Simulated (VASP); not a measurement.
Write the native input for VASP 6.6.1 that does the following.

```yaml
Task: single point
Functional: PBE
Potentials_or_basis: VASP PAW PBE potentials, release 64 (Se, Pt)
Cutoff: 520 eV
k_mesh: 12 × 12 × 1
Occupations: gaussian, width 0.01 eV
Spin: no spin polarisation
Dipole_correction: yes
Further_INCAR_settings: ALGO = Normal; EDIFF = 1e-06; NBANDS = 43
```

The structure of PtSe2 lies in POSCAR:

```
PtSe2
1.0
    3.7270000000      0.0000000000      0.0000000000
   -1.8635000000      3.2276766799      0.0000000000
    0.0000000000      0.0000000000     49.2400000000
Se Pt
6 3
Direct
    0.6666666667      0.3333333333      0.1845910517
    0.3333333333      0.6666666667      0.2377828496
    0.6666666667      0.3333333333      0.2854478051
    0.3333333333      0.6666666667      0.3384352168
    0.6666666667      0.3333333333      0.3861001724
    0.3333333333      0.6666666667      0.4392919702
    0.0000000000      0.0000000000      0.2115341141
    0.0000000000      0.0000000000      0.3119415110
    0.0000000000      0.0000000000      0.4123489078
```

The input as run:

INCAR

```
PREC = Accurate
ENCUT = 520
EDIFF = 1E-6
ISMEAR = 0
SIGMA = 0.01
LREAL = F
LASPH = T
NELM = 60
ALGO = Normal
ISIF = 2
LWAVE = F
LCHARG = F
LDIPOL = T
IDIPOL = 3
DIPOL = 0.5 0.5 0.312
GGA = PE
NBANDS = 43
```

KPOINTS

```
regular mesh
0
Gamma
  12 12 1
```

Potentials or basis: VASP PAW PBE potentials, release 64 (Se, Pt).

Command:

```console
$ cat potpaw_PBE.64/Se/POTCAR potpaw_PBE.64/Pt/POTCAR > POTCAR
$ mpirun -np 1 vasp_std > vasp.out
```

It gave:

- Largest force: 0.120 eV/Å
- Band gap on the k mesh: 0.01 eV (least direct gap 0.67 eV)

Caveat: spin-orbit coupling is left out, which moves the levels of the heavy elements.

Run time: 41 min on 1 thread of Intel Xeon 8259CL (shared host), peak memory 0.87 GiB.
